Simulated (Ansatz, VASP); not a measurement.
## One calculation of Te2Mo, two programs

```xyz
3
Lattice="3.5550 0.0000 0.0000 -1.7775 3.0787 0.0000 0.0000 0.0000 17.5182" Properties=species:S:1:pos:R:3 pbc="T T T"
Te    0.0000    2.0525   15.7102
Te    0.0000    2.0525    1.8080
Mo    0.0000    0.0000    0.0000
```

Alike in both runs: functional PBE; k mesh 12 × 12 × 2; occupations gaussian, width 0.02 eV; no spin polarisation.

Ansatz relaxed the structure, and its values are those at the end. VASP's run is a single point on that final structure, the one shown.

|  | VASP | Ansatz |
| --- | --- | --- |
| version | VASP 6.6.1 | Ansatz 0.2.0 |
| potentials or method | VASP PAW PBE potentials, release 64 (Te, Mo_sv), cutoff 520 eV | scalar-relativistic, plane waves, PAW |
| valence electrons in the cell | 26 | 46 |

VASP gave:

| Property | Result |
| --- | --- |
| gap on the k mesh at the Fermi level (eV) | 1.08 |
| least direct gap on the mesh (eV) | 1.08 |
| rms of the force components (eV/Å) | 0.006 |

Problem. Estimate Ansatz's values.

Solution. gap on the k mesh at the Fermi level (eV): 1.08; least direct gap on the mesh (eV): 1.08; rms of the force components (eV/Å): 0.000.

The functional is the same, so the differences come from potentials, cutoffs and numerics. VASP's potentials hold 26 valence electrons a cell and Ansatz's 46, so a difference there can come from the potentials and not from the codes.

Spin-orbit coupling is off throughout.
